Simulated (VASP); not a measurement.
Here is a VASP 6.6.1 calculation.

INCAR

```
SYSTEM = BaTiO3
PREC     = Accurate       ! precision mode
ENCUT    = 1340           ! plane-wave cutoff, eV
EDIFF    = 1E-6           ! SCF threshold, eV
ISMEAR   = -1             ! smearing method
SIGMA    = 0.05           ! smearing width, eV
LREAL    = .False.        ! projectors in reciprocal space
LASPH    = .True.         ! aspherical terms in the spheres
NELM     = 120            ! most SCF steps
ALGO     = Normal         ! electronic algorithm
ISIF     = 2              ! what is computed and relaxed
LWAVE    = .False.        ! write WAVECAR
LCHARG   = .True.         ! write CHGCAR
GGA      = PE             ! functional
LELF     = .True.         ! ELF
LVHAR    = .True.       
NBANDS   = 28             ! bands
GGA_COMPAT= .False.
```

Contents of KPOINTS:

```
Automatic mesh
0
Gamma
  5 5 5
  0 0 0
```

Contents of POSCAR:

```
BaTiO3
1.0
    3.9998000000      0.0000000000      0.0000000000
    0.0000000000      3.9998000000      0.0000000000
    0.0000000000      0.0000000000      4.0180000000
Ba Ti O
1 1 3
Direct
    0.0000000000      0.0000000000      0.0000000000
    0.5000000000      0.5000000000      0.4900000000
    0.0000000000      0.5000000000      0.5170000000
    0.5000000000      0.0000000000      0.5170000000
    0.5000000000      0.5000000000      0.0190000000
```

Potentials or basis: VASP PAW PBE potentials, release 64 (Ba_sv, Ti_sv, O_h).

The run is started by

```sh
$ cat potpaw_PBE.64/Ba_sv/POTCAR potpaw_PBE.64/Ti_sv/POTCAR potpaw_PBE.64/O_h/POTCAR > POTCAR
$ mpirun -np 1 vasp_std > vasp.out
```

Task: What does it give for the largest force?

Result: 0.297 eV/Å.

Task: Estimate the pressure.

Result: 4.1 GPa.

Forces in eV/Å, atoms in the order of the input:
```
Ba   0.000  0.000  0.077
Ti   0.000  0.000 -0.152
O    0.000  0.000 -0.111
O    0.000  0.000 -0.111
O    0.000  0.000  0.297
```

Caveat: the cell stands under pressure.
